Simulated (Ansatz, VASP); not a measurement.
**Two plane-wave programs on Ge**

```xyz
2
Lattice="0.0000 2.8224 2.8224 2.8224 0.0000 2.8224 2.8224 2.8224 0.0000" Properties=species:S:1:pos:R:3 pbc="T T T"
Ge    0.0000    0.0000    0.0000
Ge    1.4112    1.4112    1.4112
```

Change from the starting cell: volume scaled by 0.9405, PAW files.

Alike in both runs: task electric field gradients; functional PBE; k mesh 11 × 11 × 11; occupations fermi-dirac, width 0.05 eV; no spin polarisation.

|  | VASP | Ansatz |
| --- | --- | --- |
| version | VASP 6.6.1 | Ansatz 0.2.0 |
| potentials or method | VASP PAW PBE potentials, release 64 (Ge_d) | PAW with Ansatz's default frozen-core files, scalar-relativistic |
| plane-wave cutoff (eV) | 520 | 420 |
| valence electrons in the cell | 28 | 28 |

Ansatz gave:

```
pressure (GPa) : 4.2
```

Task: Estimate VASP's values.

Result: Pressure (GPa): 4.1.

With one functional, cell and mesh, what is left measures potentials, basis and numerics.
